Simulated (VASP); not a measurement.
# HfSiO4 (P-4m2) in VASP: single point with PBE0

Aim: the single point of HfSiO4 with PBE0.

All numbers are computed with VASP 6.6.1; they aren't measurements. Logs are shortened: lines on timing, memory, paths and dates and some standing lists are left out, and cuts for length are marked.

### Step 1. The cell of the first run

The structure is tetragonal, space group P-4m2 (No. 115). Conventional cell: a = 3.286 Å, b = 3.286 Å, c = 5.700 Å, α = 90.00°, β = 90.00°, γ = 90.00°. Hf (site symmetry -4m2) has 4 O at 1.93 Å within 2.6 Å. Si (site symmetry -4m2) has 8 O at 1.78 to 2.47 Å within 2.5 Å. O (site symmetry 2mm) has 2 Hf at 1.93 Å and 2 Si at 2.47 Å and 5 O at 2.54 to 2.59 Å within 2.6 Å. Within 2.4 Å of O (site symmetry 2mm) lie 2 Si at 1.78 Å.

### Step 2. Single point, PBE0

Input file POSCAR:

```
HfSiO4
1.0
    3.2856928626      0.0000000000      0.0000000000
    0.0000000000      3.2856928626      0.0000000000
    0.0000000000      0.0000000000      5.7004959659
Hf Si O
1 1 4
Direct
    0.5000000000      0.5000000000      0.5000000000
    0.0000000000      0.0000000000      0.0000000000
    0.5000000000      0.0000000000      0.6763713356
    0.0000000000      0.5000000000      0.8779573389
    0.0000000000      0.5000000000      0.3236286644
    0.5000000000      0.0000000000      0.1220426611
```

Input file INCAR.step1:

```
SYSTEM = HfSiO4
PREC = Accurate
ENCUT = 520
EDIFF = 1E-5
ISMEAR = 0
SIGMA = 0.01
LREAL = .False.
LASPH = .True.
NELM = 60
ALGO = Normal
ISIF = 2
LWAVE = .True.
LCHARG = .False.
NBANDS = 28
GGA = PE
KPAR = 4
```

Input file INCAR.step2:

```
SYSTEM = HfSiO4
PREC = Accurate
ENCUT = 520
EDIFF = 1E-7
ISMEAR = 0
SIGMA = 0.01
LREAL = .False.
LASPH = .True.
NELM = 60
ALGO = Normal
ISIF = 2
LWAVE = .False.
LCHARG = .False.
GGA = PE
LHFCALC = .True.
AEXX = 0.25
PRECFOCK = Fast
NBANDS = 28
ISTART = 1
KPAR = 4
```

Input file KPOINTS:

```
regular mesh
0
Gamma
  4 4 4
  0 0 0
```

Potentials or basis: VASP PAW PBE potentials, release 64 (Hf_pv, Si, O).

On the command line:

```console
> cat potpaw_PBE.64/Hf_pv/POTCAR potpaw_PBE.64/Si/POTCAR potpaw_PBE.64/O/POTCAR > POTCAR
> cp INCAR.step1 INCAR
> mpirun -np 4 vasp_std > vasp.out
> cp INCAR.step2 INCAR
> mpirun -np 4 vasp_std > vasp.out
```

OUTCAR:

```text
SYSTEM = HfSiO4
   PREC = Accurate
   ENCUT = 520
   EDIFF = 1E-7
   ISMEAR = 0
   LREAL = .False.
   LASPH = .True.
   NELM = 60
   ISIF = 2
   GGA = PE
   LHFCALC = .True.
   AEXX = 0.25
   PRECFOCK = Fast
   ISTART = 1

 ion  position               nearest neighbor table
   1  0.500  0.500  0.500-   3 1.93   5 1.93   3 1.93   5 1.93   4 2.71   6 2.71   4 2.71   6 2.71

   2  0.000  0.000  0.000-   4 1.78   6 1.78   4 1.78   6 1.78   5 2.47   5 2.47   3 2.47   3 2.47

   3  0.500  0.000  0.676-   1 1.93   1 1.93   2 2.47   2 2.47
   4  0.000  0.500  0.878-   2 1.78   2 1.78   1 2.71   1 2.71
   5  0.000  0.500  0.324-   1 1.93   1 1.93   2 2.47   2 2.47
   6  0.500  0.000  0.122-   2 1.78   2 1.78   1 2.71   1 2.71

  LATTYP: Found a simple tetragonal cell.
 ALAT       =     3.2856928626
 C/A-ratio  =     1.7349448668

  Lattice vectors:

 A1 = (   3.2856928626,   0.0000000000,   0.0000000000)
 A2 = (   0.0000000000,   3.2856928626,   0.0000000000)
 A3 = (   0.0000000000,   0.0000000000,   5.7004959659)

Analysis of symmetry for initial positions (statically):
=====================================================================
 Subroutine PRICEL returns:
 Original cell was already a primitive cell.

 Routine SETGRP: Setting up the symmetry group for a
 simple tetragonal supercell.

 Subroutine GETGRP returns: Found  8 space group operations
 (whereof  8 operations were pure point group operations)
 out of a pool of 16 trial point group operations.

The static configuration has the point symmetry D_2d.

Analysis of symmetry for dynamics (positions and initial velocities):
=====================================================================
 Subroutine PRICEL returns:
 Original cell was already a primitive cell.

 Routine SETGRP: Setting up the symmetry group for a
 simple tetragonal supercell.

 Subroutine GETGRP returns: Found  8 space group operations
 (whereof  8 operations were pure point group operations)
 out of a pool of 16 trial point group operations.

The dynamic configuration has the point symmetry D_2d.

 Subroutine INISYM returns: Found  8 space group operations
 (whereof  8 operations are pure point group operations),
 and found     1 'primitive' translations

----------------------------------------------------------------------------------------

                                     Primitive cell

  volume of cell :      61.5413

  direct lattice vectors                    reciprocal lattice vectors
     3.285692863  0.000000000  0.000000000     0.304349810  0.000000000  0.000000000
     0.000000000  3.285692863  0.000000000     0.000000000  0.304349810  0.000000000
     0.000000000  0.000000000  5.700495966     0.000000000  0.000000000  0.175423333

  length of vectors
     3.285692863  3.285692863  5.700495966     0.304349810  0.304349810  0.175423333

  position of ions in fractional coordinates (direct lattice)
     0.500000000  0.500000000  0.500000000
     0.000000000  0.000000000  0.000000000
     0.500000000  0.000000000  0.676371336
     0.000000000  0.500000000  0.877957339
     0.000000000  0.500000000  0.323628664
     0.500000000  0.000000000  0.122042661

  ion indices of the primitive-cell ions
   primitive index   ion index
                 1           1
                 2           2
                 3           3
                 4           4
                 5           5
                 6           6

----------------------------------------------------------------------------------------

 KPOINTS: regular mesh

Automatic generation of k-mesh.
 Grid dimensions read from file:
 generate k-points for:    4    4    4

 Generating k-lattice:

  Cartesian coordinates                     Fractional coordinates (reciprocal lattice)
     0.076087453  0.000000000  0.000000000     0.250000000  0.000000000  0.000000000
     0.000000000  0.076087453  0.000000000     0.000000000  0.250000000  0.000000000
     0.000000000  0.000000000  0.043855833     0.000000000  0.000000000  0.250000000

  Length of vectors
     0.076087453  0.076087453  0.043855833

  Shift w.r.t. Gamma in fractional coordinates (k-lattice)
     0.000000000  0.000000000  0.000000000

 Subroutine IBZKPT returns following result:
 ===========================================

 Found     18 irreducible k-points:

 Following reciprocal coordinates:
            Coordinates               Weight
  0.000000  0.000000  0.000000      1.000000
  0.250000  0.000000  0.000000      4.000000
  0.500000  0.000000  0.000000      2.000000
  0.250000  0.250000  0.000000      4.000000
  0.500000  0.250000  0.000000      4.000000
  0.500000  0.500000  0.000000      1.000000
[... 10 lines left out ...]
  0.500000  0.250000  0.500000      4.000000
  0.500000  0.500000  0.500000      1.000000
   k-points           NKPTS =     18   k-points in BZ     NKDIM =     64   number of bands    NBANDS=     28
   number of dos      NEDOS =    301   number of ions     NIONS =      6
   total plane-waves  NPLWV =  24192
   dimension x,y,z NGX =    24 NGY =   24 NGZ =   42
   dimension x,y,z NGXF=    48 NGYF=   48 NGZF=   84
   ions per type =               1   1   4
   NGX,Y,Z   is equivalent  to a cutoff of  12.14, 12.14, 12.25 a.u.
   NGXF,Y,Z  is equivalent  to a cutoff of  24.29, 24.29, 24.50 a.u.
 SYSTEM =  HfSiO4
   PREC   = accura    normal or accurate (medium, high low for compatibility)
   ISTART =      1    job   : 0-new  1-cont  2-samecut
   ICHARG =      0    charge: 1-file 2-atom 10-const
   ISPIN  =      1    spin polarized calculation?
   LNONCOLLINEAR =      F non collinear calculations
   LSORBIT =      F    spin-orbit coupling
   LASPH  =      T    aspherical Exc in radial PAW
   ENCUT  =  520.0 eV  38.22 Ry    6.18 a.u.   6.11  6.11 10.60*2*pi/ulx,y,z
   NELM   =     60;   NELMIN=  2; NELMDL=  0     # of ELM steps
   EDIFF  = 0.1E-06   stopping-criterion for ELM
   LREAL  =      F    real-space projection
   EDIFFG = 0.1E-05   stopping-criterion for IOM
   NSW    =      0    number of steps for IOM
   IBRION =     -1    ionic relax: 0-MD 1-quasi-New 2-CG
   NFREE  =      0    steps in history (QN), initial steepest desc. (CG)
   ISIF   =      2    stress and relaxation
   ISYM   =      3    0-nonsym 1-usesym 2-fastsym
   POTIM  = 0.5000    time-step for ionic-motion
   TEBEG  =    0.0;   TEEND  =   0.0 temperature during run
   PSTRESS=    0.0 pullay stress
   NELECT =      38.0000    total number of electrons
   NUPDOWN=      -1.0000    fix difference up-down
   EMIN   =  10.00;   EMAX   =-10.00  energy-range for DOS
   EFERMI =   0.00;   METHOD = LEGACY
   ISMEAR =     0;   SIGMA  =   0.01  broadening in eV -4-tet -1-fermi 0-gaus
   EFERMI_NEDOS =   21; number of points for ismear=-14 and -15
   IALGO  =     38    algorithm
   IMIX   =      1    mixing-type and parameters
     AMIX     =   0.40;   BMIX     =  1.00
     AMIX_MAG =   1.60;   BMIX_MAG =  1.00
  volume/ion in A,a.u.               =      10.26        69.22
  Fermi-wavevector in a.u.,A,eV,Ry     =   1.394057  2.634386 26.441490  1.943395
  Thomas-Fermi vector in A             =   2.517643
   LORBIT       =      0    0 simple, 1 ext, 2 COOP (PROOUT), +10 PAW based schemes
   GGA     = PE    functional components
   LHFCALC =     T    Hartree Fock is set to
   PRECFOCK=fast      Normal, Fast or Accurate (Low or Medium for compatibility)
   ENCUT4O =  -1.0   cutoff for four orbital integrals eV
   NKREDX  =     1    reduce k-point grid by
   NKREDY  =     1    reduce k-point grid by
   NKREDZ  =     1    reduce k-point grid by
   AEXX    =    0.2500 exact exchange contribution
   HFSCREEN=    0.0000 screening length (either q_TF or 0.3 A-1)
   HFSCREENC=   0.0000 screening length for correlation (either q_TF or 0.3 A-1)
   ENCUTFOCK=  -1.0 apply spherical cutoff to Coloumb kernel
   IVDW    =     0    specifies the selected vdW correction
   LEPSILON=     F    determine dielectric tensor
   LRPA    =     F    only Hartree local field effects (RPA)
 non-spin polarized calculation
 Gauss-broadening in eV      SIGMA  =   0.01
  energy-cutoff  :      520.00
  volume of cell :       61.54
 maximum number of plane-waves:      1712
  NGX = 14; NGY = 14; NGZ = 24

 number of electron      37.9999993 magnetization

 Free energy of the ion-electron system (eV)
  ---------------------------------------------------
  ext. energy  EPLUGINS =         0.00000000
  ---------------------------------------------------
  free energy    TOTEN  =       -65.71494869 eV

  energy without entropy =      -65.71494869  energy(sigma->0) =      -65.71494869

 E-fermi :   2.8971     XC(G=0):  -9.0431

 val. band max:        2.7426472394   @ k =   0.5000   0.5000   0.5000
 cond. band min:       7.7183227134   @ k =   0.0000   0.0000   0.0000
 fundamental gap:      4.9756754741
 Fermi energy:         2.8971118327

 k-point     1 :       0.0000    0.0000    0.0000
  band No.  band energies     occupation
      1     -27.7103      2.00000
      2     -27.3636      2.00000
      3     -27.3636      2.00000
      4     -18.3035      2.00000
      5     -15.8553      2.00000
      6     -15.5701      2.00000
[... 20 lines left out ...]
     27      16.2051      0.00000
     28      17.9594      0.00000

 k-point     2 :       0.2500    0.0000    0.0000
  band No.  band energies     occupation
      1     -27.8305      2.00000
      2     -27.5721      2.00000
      3     -27.3441      2.00000
      4     -17.7926      2.00000
      5     -15.9162      2.00000
      6     -15.4426      2.00000
[... 20 lines left out ...]
     27      15.6355      0.00000
     28      17.2157      0.00000

 k-point     3 :       0.5000    0.0000    0.0000
  band No.  band energies     occupation
      1     -28.1379      2.00000
      2     -27.5606      2.00000
      3     -27.3245      2.00000
      4     -16.7701      2.00000
      5     -16.6077      2.00000
      6     -15.3867      2.00000
[... 20 lines left out ...]
     27      16.5243      0.00000
     28      17.1179      0.00000

 k-point     4 :       0.2500    0.2500    0.0000
  band No.  band energies     occupation
      1     -27.8282      2.00000
      2     -27.7528      2.00000
      3     -27.4663      2.00000
      4     -17.3476      2.00000
      5     -15.9707      2.00000
      6     -15.1510      2.00000
[... 20 lines left out ...]
     27      15.7926      0.00000
     28      17.9005      0.00000

 k-point     5 :       0.5000    0.2500    0.0000
  band No.  band energies     occupation
      1     -28.1102      2.00000
      2     -27.7654      2.00000
      3     -27.4411      2.00000
      4     -16.5335      2.00000
      5     -16.4087      2.00000
      6     -15.0694      2.00000
[... 20 lines left out ...]
     27      16.3258      0.00000
     28      17.3234      0.00000

 k-point     6 :       0.5000    0.5000    0.0000
  band No.  band energies     occupation
      1     -28.0824      2.00000
      2     -28.0824      2.00000
      3     -27.4153      2.00000
      4     -16.2692      2.00000
      5     -16.2692      2.00000
      6     -14.7556      2.00000
[... 277 lines left out ...]
      5     -16.4258      2.00000
      6     -15.6060      2.00000
[... 20 lines left out ...]
     27      16.1300      0.00000
     28      16.7099      0.00000

 k-point    16 :       0.2500    0.2500    0.5000
  band No.  band energies     occupation
      1     -27.8287      2.00000
      2     -27.7522      2.00000
      3     -27.4678      2.00000
      4     -17.2627      2.00000
      5     -16.0234      2.00000
      6     -15.4393      2.00000
[... 20 lines left out ...]
     27      16.3727      0.00000
     28      16.8516      0.00000

 k-point    17 :       0.5000    0.2500    0.5000
  band No.  band energies     occupation
      1     -28.1095      2.00000
      2     -27.7652      2.00000
      3     -27.4420      2.00000
      4     -16.6134      2.00000
      5     -16.3828      2.00000
      6     -15.1025      2.00000
[... 20 lines left out ...]
     27      16.0734      0.00000
     28      17.2632      0.00000

 k-point    18 :       0.5000    0.5000    0.5000
  band No.  band energies     occupation
      1     -28.0818      2.00000
      2     -28.0818      2.00000
      3     -27.4156      2.00000
      4     -16.3448      2.00000
      5     -16.3448      2.00000
      6     -14.6566      2.00000
[... 20 lines left out ...]
     27      16.3632      0.00000
     28      16.3632      0.00000

------------------------ aborting loop because EDIFF is reached ----------------------------------------

  FORCE on cell =-STRESS in cart. coord.  units (eV):
  Direction    XX          YY          ZZ          XY          YZ          ZX
  --------------------------------------------------------------------------------------
  -------------------------------------------------------------------------------------
  Total       -0.9204458     -0.9204458     -1.1274933      0.0000000      0.0000000      0.0000000
  in kB      -23.9630573    -23.9630573    -29.3533716      0.0000000      0.0000000      0.0000000
  external PRESSURE =     -25.7598287 kB  Pullay stress =       0.0000000 kB

 VOLUME and BASIS-vectors are now :
 -----------------------------------------------------------------------------
  energy-cutoff  :      520.00
  volume of cell :       61.54
      direct lattice vectors                 reciprocal lattice vectors
     3.285692863  0.000000000  0.000000000     0.304349810  0.000000000  0.000000000
     0.000000000  3.285692863  0.000000000     0.000000000  0.304349810  0.000000000
     0.000000000  0.000000000  5.700495966     0.000000000  0.000000000  0.175423333

 POSITION                                       TOTAL-FORCE (eV/Angst)
 -----------------------------------------------------------------------------------
      1.64285      1.64285      2.85025        -0.000000      0.000000      0.000000
      0.00000      0.00000      0.00000        -0.000000      0.000000      0.000000
      1.64285      0.00000      3.85565        -0.000000     -0.000000     -0.238631
      0.00000      1.64285      5.00479         0.000000     -0.000000      0.004541
      0.00000      1.64285      1.84484        -0.000000      0.000000      0.238631
      1.64285      0.00000      0.69570        -0.000000     -0.000000     -0.004541
 -----------------------------------------------------------------------------------
    total drift:                                0.000000     -0.000000     -0.000000

  FREE ENERGIE OF THE ION-ELECTRON SYSTEM (eV)
  ---------------------------------------------------
  free  energy   TOTEN  =       -65.7149486919 eV

  energy  without entropy=      -65.7149486919  energy(sigma->0) =      -65.71494869
```

Wall time 16 min (4 MPI ranks of AMD EPYC 9755, shared host); peak memory 0.17 GiB.

What came out:

| Property | Result |
| --- | --- |
| Free energy | -65.7149 eV |
| Pressure | -2.6 GPa |
| Largest force | 0.239 eV/Å |
| Band gap on the k mesh | 4.98 eV (least direct gap 5.15 eV) |

Forces on the atoms (eV/Å):
```
Hf   0.000  0.000  0.000
Si   0.000  0.000  0.000
O    0.000  0.000 -0.239
O    0.000  0.000  0.005
O    0.000  0.000  0.239
O    0.000  0.000 -0.005
```

Caveat: the k points lie up to 0.48 Å⁻¹ apart; the PAW data sets were made with another functional, which shifts forces and pressure a little; spin-orbit coupling is left out, which moves the levels of the heavy elements. A k mesh can miss the band edges.
